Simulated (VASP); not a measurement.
## Mg: single point with PBEsol

Mg:

```
Mg
1.0
     2.78613   -1.95236    0.00000
     2.78613    1.95236    0.00000
     0.00000    0.00000    5.57731
Mg
2
Direct
  0.74677 0.25323 0.25000
  0.25323 0.74677 0.75000
```

This cell differs from its parent crystal: Ba replaced by Mg, lengths x 0.793, strained.

```
Program             : VASP 6.6.1
Task                : single point
Functional          : PBEsol
Potentials or basis : VASP PAW PBE potentials, release 64 (Mg)
Cutoff              : 520 eV
k mesh              : 6 × 6 × 4
Occupations         : gaussian, width 0.1 eV
Spin                : no spin polarisation
```

```
Pressure               : -5.9 GPa
Largest force          : 0.015 eV/Å
Band gap on the k mesh : zero (band 2 reaches 2.22 eV, above the bottom of band 3 at 0.30 eV)
```

Forces on the atoms (eV/Å):
```
Mg   0.000 -0.015  0.000
Mg   0.000  0.015  0.000
```

Stress tensor (GPa, compression positive):
```
-6.59  0.00  0.00
 0.00 -5.83  0.00
 0.00  0.00 -5.15
```

Levels at points of the mesh, in eV from the Fermi level:
```csv
k point,band 1,band 2,band 3,band 4,band 5
"(0.00, 0.00, 0.00)",-5.96,-1.24,-1.15,7.36,7.63
"(0.50, 0.00, 0.00)",-2.33,-2.31,2.18,2.22,2.44
"(0.50, 0.50, 0.00)",-1.24,-1.14,2.94,2.95,3.12
"(0.00, 0.00, 0.50)",-4.75,-4.75,4.53,4.53,8.37
"(0.50, 0.00, 0.50)",-1.21,-1.21,-1.09,-1.09,7.23
"(0.50, 0.50, 0.50)",-0.10,-0.10,0.05,0.05,4.21
```

Run time: 10 s on 1 thread of AMD EPYC 9R45 96-Core Processor (Zen 5) (shared host), peak memory 0.15 GiB.

Caveat: the cell differs from its parent crystal (Ba replaced by Mg, lengths x 0.793, strained); the PAW data sets were made with another functional, which shifts forces and pressure a little.
